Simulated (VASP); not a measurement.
# Hf2H (P-3m1) in VASP: further runs, part 3 of 3

VASP 6.6.1.

## 4. Relaxation of cell and atoms, PBE

INCAR reads:

```
  PREC = Accurate
  ENCUT = 600
  EDIFF = 1E-7
  ISMEAR = 0
  SIGMA = 0.1
  LREAL = False
  LASPH = True
  NELM = 100
  ALGO = Normal
  ISIF = 3
  LWAVE = False
  LCHARG = False
  GGA = PE
  IBRION = 2
  NSW = 90
  EDIFFG = -0.04
```

KPOINTS reads:

```
regular mesh
0
Gamma
  6 6 4
```

POSCAR reads:

```
Hf2H
1.0
    3.0125252900      0.0000000000      0.0000000000
   -1.5062626500      2.6089234300      0.0000000000
    0.0000000000      0.0000000000      4.8453409900
Hf H
2 1
Direct
    0.3333333300      0.6666666700      0.2500000000
    0.6666666700      0.3333333300      0.7500000000
    0.0000000000      0.0000000000      0.0000000000
```

Potentials or basis: VASP PAW PBE potentials, release 64 (Hf_pv, H).

Started as:

```console
cat potpaw_PBE.64/Hf_pv/POTCAR potpaw_PBE.64/H/POTCAR > POTCAR
mpirun -np 1 vasp_std > vasp.out
```

OUTCAR:

```text
PREC = Accurate
   ENCUT = 600
   EDIFF = 1E-7
   ISMEAR = 0
   LREAL = False
   LASPH = True
   NELM = 100
   ISIF = 3
   GGA = PE
   IBRION = 2
   NSW = 90
   EDIFFG = -0.04

 ion  position               nearest neighbor table
   1  0.333  0.667  0.250-   3 2.12   3 2.12   3 2.12   2 2.98   2 2.98   2 2.98   2 2.98   2 2.98
                             2 2.98
   2  0.667  0.333  0.750-   3 2.12   3 2.12   3 2.12   1 2.98   1 2.98   1 2.98   1 2.98   1 2.98
                             1 2.98
   3  0.000  0.000  0.000-   1 2.12   2 2.12   2 2.12   1 2.12   2 2.12   1 2.12

  LATTYP: Found a hexagonal cell.
 ALAT       =     3.0125252900
 C/A-ratio  =     1.6083984443

  Lattice vectors:

 A1 = (   3.0125252900,   0.0000000000,   0.0000000000)
 A2 = (  -1.5062626500,   2.6089234300,   0.0000000000)
 A3 = (   0.0000000000,   0.0000000000,   4.8453409900)

Analysis of symmetry for initial positions (statically):
=====================================================================
 Subroutine PRICEL returns:
 Original cell was already a primitive cell.

 Routine SETGRP: Setting up the symmetry group for a
 hexagonal supercell.

 Subroutine GETGRP returns: Found 12 space group operations
 (whereof 12 operations were pure point group operations)
 out of a pool of 24 trial point group operations.

The static configuration has the point symmetry D_3d.

Analysis of symmetry for dynamics (positions and initial velocities):
=====================================================================
 Subroutine PRICEL returns:
 Original cell was already a primitive cell.

 Routine SETGRP: Setting up the symmetry group for a
 hexagonal supercell.

 Subroutine GETGRP returns: Found 12 space group operations
 (whereof 12 operations were pure point group operations)
 out of a pool of 24 trial point group operations.

The dynamic configuration has the point symmetry D_3d.

 Subroutine INISYM returns: Found 12 space group operations
 (whereof 12 operations are pure point group operations),
 and found     1 'primitive' translations

----------------------------------------------------------------------------------------

                                     Primitive cell

  volume of cell :      38.0817

  direct lattice vectors                    reciprocal lattice vectors
     3.012525290  0.000000000  0.000000000     0.331947421  0.191649933  0.000000000
    -1.506262650  2.608923430  0.000000000     0.000000000  0.383299866  0.000000000
     0.000000000  0.000000000  4.845340990     0.000000000  0.000000000  0.206383824

  length of vectors
     3.012525290  3.012525292  4.845340990     0.383299866  0.383299866  0.206383824

  position of ions in fractional coordinates (direct lattice)
     0.333333330  0.666666670  0.250000000
     0.666666670  0.333333330  0.750000000
     0.000000000  0.000000000  0.000000000

  ion indices of the primitive-cell ions
   primitive index   ion index
                 1           1
                 2           2
                 3           3

----------------------------------------------------------------------------------------

 KPOINTS: regular mesh

Automatic generation of k-mesh.
 Grid dimensions read from file:
 generate k-points for:    6    6    4

 Generating k-lattice:

  Cartesian coordinates                     Fractional coordinates (reciprocal lattice)
     0.055324570  0.031941656  0.000000000     0.166666667  0.000000000  0.000000000
     0.000000000  0.063883311  0.000000000     0.000000000  0.166666667  0.000000000
     0.000000000  0.000000000  0.051595956     0.000000000  0.000000000  0.250000000

  Length of vectors
     0.063883311  0.063883311  0.051595956

  Shift w.r.t. Gamma in fractional coordinates (k-lattice)
     0.000000000  0.000000000  0.000000000

 Subroutine IBZKPT returns following result:
 ===========================================

 Found     24 irreducible k-points:

 Following reciprocal coordinates:
            Coordinates               Weight
  0.000000  0.000000  0.000000      1.000000
  0.166667 -0.000000  0.000000      6.000000
  0.333333 -0.000000  0.000000      6.000000
  0.500000  0.000000  0.000000      3.000000
  0.166667  0.166667  0.000000      6.000000
  0.333333  0.166667  0.000000     12.000000
[... 16 lines left out ...]
  0.333333  0.166667  0.500000     12.000000
  0.333333  0.333333  0.500000      2.000000
   k-points           NKPTS =     24   k-points in BZ     NKDIM =     24   number of bands    NBANDS=     14
   number of dos      NEDOS =    301   number of ions     NIONS =      3
   total plane-waves  NPLWV =  23040
   dimension x,y,z NGX =    24 NGY =   24 NGZ =   40
   dimension x,y,z NGXF=    48 NGYF=   48 NGZF=   80
   ions per type =               2   1
   NGX,Y,Z   is equivalent  to a cutoff of  13.24, 13.24, 13.72 a.u.
   NGXF,Y,Z  is equivalent  to a cutoff of  26.49, 26.49, 27.45 a.u.
 SYSTEM =  unknown system
   PREC   = accura    normal or accurate (medium, high low for compatibility)
   ISTART =      0    job   : 0-new  1-cont  2-samecut
   ICHARG =      2    charge: 1-file 2-atom 10-const
   ISPIN  =      1    spin polarized calculation?
   LNONCOLLINEAR =      F non collinear calculations
   LSORBIT =      F    spin-orbit coupling
   LASPH  =      T    aspherical Exc in radial PAW
   ENCUT  =  600.0 eV  44.10 Ry    6.64 a.u.   6.02  6.02  9.68*2*pi/ulx,y,z
   NELM   =    100;   NELMIN=  2; NELMDL= -5     # of ELM steps
   EDIFF  = 0.1E-06   stopping-criterion for ELM
   LREAL  =      F    real-space projection
   EDIFFG = -.4E-01   stopping-criterion for IOM
   NSW    =     90    number of steps for IOM
   IBRION =      2    ionic relax: 0-MD 1-quasi-New 2-CG
   NFREE  =      1    steps in history (QN), initial steepest desc. (CG)
   ISIF   =      3    stress and relaxation
   ISYM   =      2    0-nonsym 1-usesym 2-fastsym
   POTIM  = 0.5000    time-step for ionic-motion
   TEBEG  =    0.0;   TEEND  =   0.0 temperature during run
   PSTRESS=    0.0 pullay stress
   NELECT =      21.0000    total number of electrons
   NUPDOWN=      -1.0000    fix difference up-down
   EMIN   =  10.00;   EMAX   =-10.00  energy-range for DOS
   EFERMI =   0.00;   METHOD = LEGACY
   ISMEAR =     0;   SIGMA  =   0.10  broadening in eV -4-tet -1-fermi 0-gaus
   EFERMI_NEDOS =   21; number of points for ismear=-14 and -15
   IALGO  =     38    algorithm
   IMIX   =      4    mixing-type and parameters
     AMIX     =   0.40;   BMIX     =  1.00
     AMIX_MAG =   1.60;   BMIX_MAG =  1.00
  volume/ion in A,a.u.               =      12.69        85.66
  Fermi-wavevector in a.u.,A,eV,Ry     =   1.342484  2.536927 24.521283  1.802263
  Thomas-Fermi vector in A             =   2.470634
   LORBIT       =      0    0 simple, 1 ext, 2 COOP (PROOUT), +10 PAW based schemes
   GGA     = PE    functional components
   LHFCALC =     F    Hartree Fock is set to
   AEXX    =    0.0000 exact exchange contribution
   IVDW    =     0    specifies the selected vdW correction
   LEPSILON=     F    determine dielectric tensor
   LRPA    =     F    only Hartree local field effects (RPA)
 conjugate gradient relaxation of ions
 non-spin polarized calculation
 Gauss-broadening in eV      SIGMA  =   0.10
  energy-cutoff  :      600.00
  volume of cell :       38.08
 maximum number of plane-waves:      1296
   NGX = 13   NGY = 13   NGZ = 19

--------------------------------------- Ionic step        1  -------------------------------------------

 number of electron      21.0000000 magnetization

 Free energy of the ion-electron system (eV)
  ---------------------------------------------------
  ext. energy  EPLUGINS =         0.00000000
  ---------------------------------------------------
  free energy    TOTEN  =       -22.74188159 eV

  energy without entropy =      -22.72278975  energy(sigma->0) =      -22.73233567

------------------------ aborting loop because EDIFF is reached ----------------------------------------

  FORCE on cell =-STRESS in cart. coord.  units (eV):
  Direction    XX          YY          ZZ          XY          YZ          ZX
  --------------------------------------------------------------------------------------
  -------------------------------------------------------------------------------------
  Total        7.5040461      7.5040460      8.2826392     -0.0000000     -0.0000000      0.0000000
  in kB      315.7109846    315.7109844    348.4680359     -0.0000006     -0.0000000      0.0000000
  external PRESSURE =     326.6300016 kB  Pullay stress =       0.0000000 kB
[... 170 lines left out ...]
  energy  without entropy=      -23.5031854551  energy(sigma->0) =      -23.51138039

--------------------------------------- Ionic step        6  -------------------------------------------

 number of electron      21.0000001 magnetization

 Free energy of the ion-electron system (eV)
  ---------------------------------------------------
  ext. energy  EPLUGINS =         0.00000000
  ---------------------------------------------------
  free energy    TOTEN  =       -23.51990804 eV

  energy without entropy =      -23.50404141  energy(sigma->0) =      -23.51197472

 E-fermi :   5.0318     XC(G=0): -11.3874

 val. band max:        4.9432323333   @ k =   0.3333   0.1667   0.2500
 cond. band min:       5.0527900573   @ k =   0.1667   0.1667   0.5000
 fundamental gap:      0.1095577240
 Fermi energy:         5.0318313178

 k-point     1 :       0.0000    0.0000    0.0000
  band No.  band energies     occupation
      1     -26.0353      2.00000
      2     -25.3682      2.00000
      3     -25.3682      2.00000
      4     -25.2585      2.00000
      5     -25.2585      2.00000
      6     -25.2564      2.00000
      7      -4.0334      2.00000
      8       1.1675      2.00000
      9       2.9837      2.00000
     10       6.0036      0.00000
     11       6.0036      0.00000
     12       6.2649      0.00000
     13       6.8631      0.00000
     14       6.8631      0.00000
[... 419 lines left out ...]
  FREE ENERGIE OF THE ION-ELECTRON SYSTEM (eV)
  ---------------------------------------------------
  free  energy   TOTEN  =       -23.5199080393 eV

  energy  without entropy=      -23.5040414062  energy(sigma->0) =      -23.51197472

 reached required accuracy - stopping structural energy minimisation
```

OSZICAR:

```text
N       E                     dE             d eps       ncg     rms          rms(c)
DAV:   1     0.507858689566E+02    0.50786E+02   -0.12679E+04   672   0.156E+03
DAV:   2    -0.213465974871E+02   -0.72132E+02   -0.71373E+02   834   0.304E+02
DAV:   3    -0.235851820152E+02   -0.22386E+01   -0.21302E+01   864   0.321E+01
[... 59 lines left out ...]
DAV:   3    -0.235199348442E+02    0.16851E-03   -0.24824E-04   892   0.116E-01    0.610E-02
DAV:   4    -0.235199075035E+02    0.27341E-04   -0.77045E-05   932   0.607E-02    0.369E-02
DAV:   5    -0.235199078325E+02   -0.32895E-06   -0.47778E-06   834   0.164E-02    0.171E-02
DAV:   6    -0.235199080604E+02   -0.22797E-06   -0.14093E-07   566   0.363E-03    0.187E-03
DAV:   7    -0.235199080393E+02    0.21114E-07   -0.14314E-08   354   0.103E-03
   6 F= -.23519908E+02 E0= -.23511975E+02  d E =-.291681E-02
```

It took 51 s on 1 thread of Intel Xeon Platinum 8488C (Sapphire Rapids), shared host; peak memory 0.17 GiB.

What came out:

| Quantity | Value |
| --- | --- |
| Free energy | -23.5199 eV |
| Relaxed volume | 15.46 Å³/atom |
| Relaxed cell | a = 3.222 Å, b = 3.222 Å, c = 5.161 Å, α = 90.00°, β = 90.00°, γ = 120.00° |
| Space group after relaxing (to 0.05 Å) | P-3m1 (No. 164) |
| Energy gained by relaxing | 259.3 meV/atom |
| Ionic steps | 6 |
| Pressure after relaxing | 0.2 GPa |
| Largest force after relaxing | 0.005 eV/Å |

Forces in eV/Å, atoms in the order of the input:
```
Hf   0.000  0.000  0.005
Hf   0.000  0.000 -0.005
H    0.000  0.000  0.000
```

Step by step:
```csv
step,energy change (eV),largest force (eV/Å),pressure (GPa),volume (Å³)
1,0.0000,0.9925,32.66,38.08
2,-0.3803,0.1050,-14.38,54.20
3,-0.7750,0.1306,-0.41,46.61
4,-0.7751,0.1408,0.07,46.43
5,-0.7777,0.0516,0.13,46.40
6,-0.7780,0.0054,0.17,46.39
```

Final structure:
```
Hf H
1.0
     3.22159    0.00000    0.00000
    -1.61079    2.78998    0.00000
     0.00000    0.00000    5.16079
Hf H
2 1
Direct
  0.33333 0.66667 0.25766
  0.66667 0.33333 0.74234
  0.00000 0.00000 0.00000
```

Levels at points of the mesh, in eV from the Fermi level:
```csv
k point,band 8,band 9,band 10,band 11,band 12,band 13
"(0.00, 0.00, 0.00)",-3.86,-2.05,0.97,0.97,1.23,1.83
"(0.50, 0.00, 0.00)",-3.51,-2.53,-1.16,0.37,0.60,1.38
"(0.00, 0.00, 0.50)",-5.53,-0.86,0.30,0.83,0.83,1.02
"(0.50, 0.00, 0.50)",-3.53,-1.27,-1.15,-0.19,0.65,2.31
```

Caveat: the k points lie up to 0.38 Å⁻¹ apart in the final cell; the volume moved by over 15 % at a fixed basis, so the end points are rough; spin-orbit coupling is left out, which moves the levels of the heavy elements.

## 5. The runs side by side

```csv
task,cell,cutoff (eV),gap on the mesh (eV),pressure (GPa),largest force (eV/Å)
single point,"a = 3.013, b = 3.013, c = 4.845 Å, angles 90.0, 90.0, 120.0°, 3 atoms",520,none,32.6,0.99
single point,"a = 3.226, b = 3.226, c = 5.174 Å, angles 90.0, 90.0, 120.0°, 3 atoms",520,none,-0.5,0.02
relaxation of cell and atoms,"relaxed from a = 3.013, b = 3.013, c = 4.845 Å, angles 90.0, 90.0, 120.0°, 3 atoms",600,none,0.2,0.01
```

Alike in all rows: level PBE; potentials or basis VASP PAW PBE potentials, release 64 (Hf_pv, H); no spin polarisation; k mesh 6 × 6 × 4; smearing gaussian 0.1 eV.

Caveats: all runs use coarse meshes; spin-orbit coupling is left out, which moves the levels of the heavy elements; the volume moved by over 15 % at a fixed basis, so the end points are rough (some runs).

Total energies depend on the potentials used, so only differences within one code and one set of settings carry meaning.
